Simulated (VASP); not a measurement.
Runs of VASP 6.6.1 on CoCl2O2. Symmetry: C2/m, No. 12, monoclinic system. The conventional cell has a = 7.162 Å, b = 7.854 Å, c = 3.483 Å, α = 90.00°, β = 96.93°, γ = 90.00°. Within 2.2 Å of Co (site symmetry 2/m) lie 2 O at 1.63 Å. Within 3.1 Å of Cl (site symmetry m) lie 2 Co at 2.38 to 2.45 Å and 4 O at 2.88 to 2.94 Å. Within 2.2 Å of O (site symmetry 2) lie 1 Co at 1.63 Å. 

| potentials or basis | spin | fixed moment (μB) | k mesh | cutoff (eV) | pressure (GPa) | moment (μB) | largest force (eV/Å) |
| --- | --- | --- | --- | --- | --- | --- | --- |
| VASP PAW PBE potentials, release 64 (Co, Cl, O) | collinear, ferromagnetic start | 3.0 | 4 × 4 × 7 | 520 | 1.1 | 3.00 | 1.22 |
| VASP PAW PBE potentials, release 64 (Co_sv, Cl, O) | off | - | 5 × 5 × 8 | 700 | -2.1 | - | 0.56 |
| VASP PAW PBE potentials, release 64 (Co, Cl, O) | collinear, ferromagnetic start | 0.5 | 4 × 4 × 7 | 520 | -1.6 | 0.50 | 0.54 |
| VASP PAW PBE potentials, release 64 (Co, Cl, O) | collinear, ferromagnetic start | 4.0 | 4 × 4 × 7 | 520 | 2.9 | 4.00 | 2.61 |
| VASP PAW PBE potentials, release 64 (Co, Cl, O) | collinear, ferromagnetic start | 1.0 | 4 × 4 × 7 | 520 | (b) | 1.00 | 0.52 |
| VASP PAW PBE potentials, release 64 (Co, Cl, O) | collinear, zero start | 0.0 | 4 × 4 × 7 | 520 | (a) | 0.00 | 0.49 |

Alike in all rows: task single point; level PBE; cell as given; smearing fermi-dirac 0.05 eV.

**Question.** Fill in the values left out.

**Answer.** (a) -1.8; (b) -1.5.

Caveats: the total moment is fixed, so each spin has its own Fermi level and the state may be an excited one (at least some runs); a cell with one magnetic atom can't hold antiferromagnetic order, which such compounds often take (at least some runs); forces of over 1 eV/Å act on the atoms, so gaps and moduli don't describe the material at rest (at least some runs); the stress differs along the axes, from -2 to 7 GPa (at least some runs); an odd number of electrons without spin polarisation forces a metal (at least some runs); a magnetic or distorted state may lie lower (at least some runs).

The runs don't all hold the same shells in valence.
